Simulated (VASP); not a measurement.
Write the native input for VASP 6.6.1 that does the following.

| Quantity | Value |
| --- | --- |
| Task | single point |
| Functional | r2SCAN |
| Potentials or basis | VASP PAW PBE potentials, release 64 (Al, Ga_d, N) |
| Cutoff | 520 eV |
| k mesh | 6 × 6 × 4 |
| Occupations | gaussian, width 0.01 eV |
| Spin | no spin polarisation |
| Dipole correction | no |
| Further INCAR settings | ALGO = Normal; EDIFF = 1e-07; NBANDS = 21 |

AlGaN2:

```xyz
4
Lattice="3.1385 0.0000 0.0000 0.0000 3.1385 0.0000 0.0000 0.0000 4.4227" Properties=species:S:1:pos:R:3 pbc="T T T"
Al    1.5692    1.5692    2.2114
Ga    0.0000    0.0000    0.0000
N     1.5692    0.0000    3.2688
N     0.0000    1.5692    1.1539
```

One way to write it, as run:

POSCAR

```
AlGaN2
1.0
    3.1384692830      0.0000000000      0.0000000000
    0.0000000000      3.1384692830      0.0000000000
    0.0000000000      0.0000000000      4.4227212057
Al Ga N
1 1 2
Direct
    0.5000000000      0.5000000000      0.5000000000
    0.0000000000      0.0000000000      0.0000000000
    0.5000000000      0.0000000000      0.7390927671
    0.0000000000      0.5000000000      0.2609072329
```

INCAR.step1

```
SYSTEM = AlGaN2
ALGO = Normal ; EDIFF = 1E-4
ENCUT = 520 ; GGA = PE
ISMEAR = 0 ; LASPH = .TRUE.
LCHARG = .FALSE. ; LREAL = .FALSE.
LWAVE = .TRUE. ; NBANDS = 21
NELM = 100 ; PREC = Accurate
SIGMA = 0.01
```

INCAR.step2

```
SYSTEM = AlGaN2
ALGO = Normal ; EDIFF = 1E-7
ENCUT = 520 ; ISIF = 2
ISMEAR = 0 ; ISTART = 1
LASPH = .TRUE. ; LCHARG = .FALSE.
LMIXTAU = .TRUE. ; LREAL = .FALSE.
LWAVE = .FALSE. ; METAGGA = R2SCAN
NBANDS = 21 ; NELM = 100
PREC = Accurate ; SIGMA = 0.01
```

KPOINTS

```
k-points
0
G
  6 6 4
  0 0 0
```

Potentials or basis: VASP PAW PBE potentials, release 64 (Al, Ga_d, N).

Run with:

```sh
$ cat potpaw_PBE.64/Al/POTCAR potpaw_PBE.64/Ga_d/POTCAR potpaw_PBE.64/N/POTCAR > POTCAR
$ cp INCAR.step1 INCAR
$ mpirun -np 1 vasp_std > vasp.out
$ cp INCAR.step2 INCAR
$ mpirun -np 1 vasp_std > vasp.out
```

It gave:

```json
{"Pressure": "0.3 GPa", "Largest force": "0.093 eV/Å", "Band gap on the k mesh": "3.38 eV, direct"}
```

Caveat: the PAW data sets were made with another functional, which shifts forces and pressure a little.

Wall time 39 s on 1 thread of Intel(R) Xeon(R) 6975P-C (Granite Rapids) (shared host), peak memory 0.17 GiB.
